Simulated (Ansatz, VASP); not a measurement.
Ge in VASP and in Ansatz

The input INCAR:

```
PREC = Accurate ; ENCUT = 520
EDIFF = 1E-6 ; ISMEAR = 0
SIGMA = 0.1 ; LREAL = F
LASPH = T ; NELM = 80
ALGO = Normal ; ISIF = 2
LWAVE = F ; LCHARG = F
LDIPOL = T ; IDIPOL = 3
DIPOL = 0.5 0.5 0.381 ; GGA = PE
IVDW = 12 ; NBANDS = 36
```

KPOINTS

```
Automatic mesh
0
Gamma
  9 9 1
```

POSCAR

```
Ge
1.0
    4.0226895460      0.0000000000      0.0000000000
   -2.0113447730      3.4837513384      0.0000000000
    0.0000000000      0.0000000000     18.8685220369
Ge
4
Direct
    0.3333333333      0.6666666667      0.2747571330
    0.6666666667      0.3333333333      0.2384924474
    0.7777777778      0.2222222222      0.5240750716
    1.1111111111     -0.1111111111      0.4878103860
```

Input for Ansatz:

```yaml
crystal:
  lattice:
    - [4.022689546, 0.0, 0.0]
    - [-2.011344773, 3.4837513384, 0.0]
    - [0.0, 0.0, 18.8685220369]
  atoms:
    - { symbol: Ge, position: [0.3333333333, 0.6666666667, 0.274757133] }
    - { symbol: Ge, position: [0.6666666667, 0.3333333333, 0.2384924474] }
    - { symbol: Ge, position: [0.7777777778, 0.2222222222, 0.5240750716] }
    - { symbol: Ge, position: [1.1111111111, -0.1111111111, 0.487810386] }
basis:
  ecutwfc: 420
kpoints:
  mp_grid: { grid: [9, 9, 1] }
hamiltonian:
  xc: pbe
  pseudopotentials: { kind: paw, azcp: { folder: soft_1 } }
  dispersion: d3bj
scf:
  occupations: { method: gaussian, width: 0.1 }
output:
  forces: true
  eigenvalues: true
efield:
  axis: 3
  dipole_correction: true
  ramp_width: 0.04
```

Alike in both runs: task single point; functional PBE; dispersion D3(BJ); k mesh 9 × 9 × 1; occupations gaussian, width 0.1 eV; no spin polarisation.

|  | VASP | Ansatz |
| --- | --- | --- |
| version | VASP 6.6.1 | Ansatz 0.2.0 |
| potentials or method | VASP PAW PBE potentials, release 64 (Ge_d), cutoff 520 eV | scalar-relativistic, plane waves, PAW |
| valence electrons in the cell | 56 | 56 |

```tsv
	VASP	Ansatz	Ansatz less VASP
gap on the k mesh at the Fermi level (eV)	0.17	0.17	0.000
least direct gap on the mesh (eV)	0.17	0.17	0.000
rms of the force components (eV/Å)	0.058	0.058	+0.0001
```

Atom by atom the forces differ by 0.000 eV/Å (rms over components).
